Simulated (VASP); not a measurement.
The system is LiF.

```
CELL_PARAMETERS angstrom
0.00000 2.01400 2.01400
2.01400 0.00000 2.01400
2.01400 2.01400 0.00000
ATOMIC_POSITIONS crystal
Li 0.00000 0.00000 0.00000
F 0.50000 0.50000 0.50000
```

* Program: VASP 6.6.1
* Task: relaxation of cell and atoms
* Functional: LDA
* Potentials or basis: VASP PAW LDA potentials, release 64 (Li_sv, F)
* Cutoff: 600 eV
* k mesh: 20 × 20 × 20
* Occupations: fermi-dirac, width 0.1 eV
* Spin: no spin polarisation

At the start: pressure -7.0 GPa; volume 8.17 Å³/atom.

Question: Where does the relaxation end?

Answer: Over 4 steps the energy falls by 18.5 meV/atom and the volume is 7.40 Å³/atom (-9.5 %); space group Fm-3m (No. 225, to 0.1 Å) before and after.

Step by step:
| step | energy change (eV) | largest force (eV/Å) | pressure (GPa) | volume (Å³) |
| --- | --- | --- | --- | --- |
| 1 | 0.0000 | 0.0000 | -7.04 | 16.34 |
| 2 | -0.0284 | 0.0000 | -3.72 | 15.50 |
| 3 | -0.0370 | 0.0000 | -0.40 | 14.86 |
| 4 | -0.0371 | 0.0000 | 0.02 | 14.79 |

Final structure:
```
CELL_PARAMETERS angstrom
0.00000 1.94826 1.94826
1.94826 0.00000 1.94826
1.94826 1.94826 0.00000
ATOMIC_POSITIONS crystal
Li 0.00000 0.00000 0.00000
F 0.50000 0.50000 0.50000
```

Caveat: the cutoff is under 1.25 times the usual one of these potentials, so pressure, stress and relaxed cells hold a basis-set (Pulay) error.
